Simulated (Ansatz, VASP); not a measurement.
**One calculation of GaSn2, two programs**

File INCAR:

```
SYSTEM = GaSn2
PREC = Accurate
ENCUT = 520
EDIFF = 1E-6
ISMEAR = 0
SIGMA = 0.1
LREAL = .FALSE.
LASPH = .TRUE.
NELM = 80
ALGO = Normal
ISIF = 2
LWAVE = .FALSE.
LCHARG = .TRUE.
GGA = PE
LELF = .TRUE.
LVHAR = .TRUE.
NBANDS = 28
```

Contents of KPOINTS:

```
regular mesh
0
G
  6 6 6
  0 0 0
```

Contents of POSCAR:

```
GaSn2
1.0
   -1.8930299340      1.8930299340      4.6438390569
    1.8930299340     -1.8930299340      4.6438390569
    1.8930299340      1.8930299340     -4.6438390569
Ga Sn
1 2
Direct
    0.0000000000      0.0000000000      0.0000000000
    0.6650000000      0.6650000000      0.0000000000
    0.3350000000      0.3350000000      0.0000000000
```

Input for Ansatz:

```yaml
crystal:
  lattice:
    - [-1.893029934, 1.893029934, 4.6438390569]
    - [1.893029934, -1.893029934, 4.6438390569]
    - [1.893029934, 1.893029934, -4.6438390569]
  atoms:
    - { symbol: Ga, position: [0.0, 0.0, 0.0] }
    - { symbol: Sn, position: [0.665, 0.665, 0.0] }
    - { symbol: Sn, position: [0.335, 0.335, 0.0] }
basis:
  ecutwfc: 420
kpoints:
  mp_grid: { grid: [6, 6, 6] }
hamiltonian:
  xc: pbe
scf:
  occupations: { method: gaussian, width: 0.1 }
  lower_state_search: "off"
output:
  forces: true
  stress: true
  eigenvalues: true
```

Alike in both runs: task single point; functional PBE; k mesh 6 × 6 × 6; occupations gaussian, width 0.1 eV; no spin polarisation.

|  | VASP | Ansatz |
| --- | --- | --- |
| version | VASP 6.6.1 | Ansatz 0.2.0 |
| potentials or method | VASP PAW PBE potentials, release 64 (Ga_d, Sn_d), cutoff 520 eV | scalar-relativistic, plane waves, PAW |
| valence electrons in the cell | 41 | 41 |

|  | VASP | Ansatz | Ansatz less VASP |
| --- | --- | --- | --- |
| gap on the k mesh at the Fermi level (eV) | none | none | - |
| pressure (GPa) | 8.3 | 8.3 | +0.03 |
| traceless stress, the component that is largest in VASP (GPa) | 3.43 | 3.43 | -0.003 |
| rms of the force components (eV/Å) | 0.058 | 0.058 | +0.0004 |

Atom by atom the forces differ by 0.000 eV/Å (rms over components). A gap of «none» marks a metal or a gap that the smearing closes.

The k mesh is coarse, so the values compare programs but aren't converged.
